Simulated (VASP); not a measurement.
Input of a VASP 6.6.1 run:

Contents of INCAR:

```
PREC = Accurate
ENCUT = 520
EDIFF = 1E-6
ISMEAR = -1
SIGMA = 0.05
LREAL = False
LASPH = True
NELM = 80
ALGO = Normal
ISIF = 2
LWAVE = False
LCHARG = False
GGA = RE
IVDW = 12
NBANDS = 11
```

The input KPOINTS:

```
Automatic mesh
0
Gamma
  13 13 13
```

File POSCAR:

```
C
1.0
    0.0000000000      1.8068380860      1.8068380860
    1.8068380860      0.0000000000      1.8068380860
    1.8068380860      1.8068380860      0.0000000000
C
2
Direct
    0.7500000000      0.7500000000      0.7500000000
    0.5000000000      0.5000000000      0.5000000000
```

Potentials or basis: VASP PAW PBE potentials, release 64 (C).

The run is started by

```console
$ cat potpaw_PBE.64/C/POTCAR > POTCAR
$ mpirun -np 1 vasp_std > vasp.out
```

Q: What does it give for the dispersion energy per atom?

A: -0.381 eV.

Q: Predict the band gap on the k mesh.

A: 4.05 eV, indirect (least direct gap 5.49 eV).

Q: Estimate the pressure.

A: -19.6 GPa.

Caveat: the PAW data sets were made with another functional, which shifts forces and pressure a little. revPBE gaps usually lie below the measured ones, often by a third to a half.
